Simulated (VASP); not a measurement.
Set up this calculation in VASP 6.6.1, as the native input.

- Task: single point
- Functional: PBE
- Potentials or basis: VASP PAW PBE potentials, release 64 (Fe, Si)
- Cutoff: 520 eV
- k mesh: 6 × 6 × 6
- Occupations: gaussian, width 0.01 eV
- Spin: no spin polarisation
- Dipole correction: no
- Further INCAR settings: ALGO = Normal; EDIFF = 1e-06; NBANDS = 34

The structure of FeSi lies in POSCAR:

```
FeSi
1.0
    4.4480505342      0.0000000000      0.0000000000
    0.0000000000      4.4480505342      0.0000000000
    0.0000000000      0.0000000000      4.4480505342
Fe Si
4 4
Direct
    0.1360028767      0.1360028767      0.1360028767
    0.3639971233      0.8639971233      0.6360028767
    0.6360028767      0.3639971233      0.8639971233
    0.8639971233      0.6360028767      0.3639971233
    0.8407333115      0.8407333115      0.8407333115
    0.6592666885      0.1592666885      0.3407333115
    0.3407333115      0.6592666885      0.1592666885
    0.1592666885      0.3407333115      0.6592666885
```

The input as run:

INCAR

```
SYSTEM = FeSi
PREC = Accurate
ENCUT = 520
EDIFF = 1E-6
ISMEAR = 0
SIGMA = 0.01
LREAL = .FALSE.
LASPH = .TRUE.
NELM = 100
ALGO = Normal
ISIF = 2
LWAVE = .FALSE.
LCHARG = .FALSE.
GGA = PE
NBANDS = 34
```

KPOINTS

```
regular mesh
0
G
  6 6 6
  0 0 0
```

Potentials or basis: VASP PAW PBE potentials, release 64 (Fe, Si).

The run is started by

```sh
$ cat potpaw_PBE.64/Fe/POTCAR potpaw_PBE.64/Si/POTCAR > POTCAR
$ mpirun -np 1 vasp_std > vasp.out
```

Results of the run:

```json
{
 "Pressure": "0.2 GPa",
 "Largest force": "0.034 eV/Å",
 "Band gap on the k mesh": "0.17 eV"
}
```

Run time: 48 s on 1 thread of Intel(R) Xeon(R) 6975P-C (Granite Rapids), on a shared host, peak memory 0.23 GiB.
